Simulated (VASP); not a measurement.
Here is a VASP 6.6.1 calculation.

File INCAR:

```
PREC     = Accurate       # precision mode
ENCUT    = 600            # plane-wave cutoff, eV
EDIFF    = 1E-7           # SCF threshold, eV
ISMEAR   = 0              # smearing method
SIGMA    = 0.01           # smearing width, eV
LREAL    = False          # projectors in reciprocal space
LASPH    = True           # aspherical terms in the spheres
NELM     = 80             # most SCF steps
ALGO     = Normal         # electronic algorithm
ISIF     = 3              # what is computed and relaxed
LWAVE    = False          # write WAVECAR
LCHARG   = False          # write CHGCAR
GGA      = PS             # functional
IBRION   = 2              # ionic algorithm
NSW      = 80             # ionic steps
EDIFFG   = -0.05          # ionic threshold
```

File KPOINTS:

```
regular mesh
0
Gamma
  6 6 6
```

POSCAR

```
SnO2
1.0
    1.6170930000      0.9336290000      4.8005930000
   -1.6170930000      0.9336290000      4.8005930000
    0.0000000000     -1.8672580000      4.8005930000
Sn O
1 2
Direct
    0.5000000000      0.5000000000      0.5000000000
    0.2371700000      0.2371700000      0.2371700000
    0.7628300000      0.7628300000      0.7628300000
```

Potentials or basis: VASP PAW PBE potentials, release 64 (Sn_d, O).

Run with:

```bash
$ cat potpaw_PBE.64/Sn_d/POTCAR potpaw_PBE.64/O/POTCAR > POTCAR
$ mpirun -np 1 vasp_std > vasp.out
```

**Question.** What does it give for the space group after relaxing (to 0.05 Å)?

**Answer.** R-3m (No. 166).

**Question.** Estimate the relaxed cell.

**Answer.** a = 4.685 Å, b = 4.685 Å, c = 4.685 Å, α = 40.22°, β = 40.22°, γ = 40.22°.

Final structure:
```cif
data_structure
_symmetry_space_group_name_H-M 'P 1'
_symmetry_Int_Tables_number 1
_cell_length_a 4.6852
_cell_length_b 4.6852
_cell_length_c 4.6852
_cell_angle_alpha 40.222
_cell_angle_beta 40.222
_cell_angle_gamma 40.222
_cell_volume 38.66
loop_
_atom_site_label
_atom_site_type_symbol
_atom_site_fract_x
_atom_site_fract_y
_atom_site_fract_z
_atom_site_occupancy
Sn1 Sn 0.50000 0.50000 0.50000 1
O1 O 0.24307 0.24307 0.24307 1
O2 O 0.75693 0.75693 0.75693 1
```
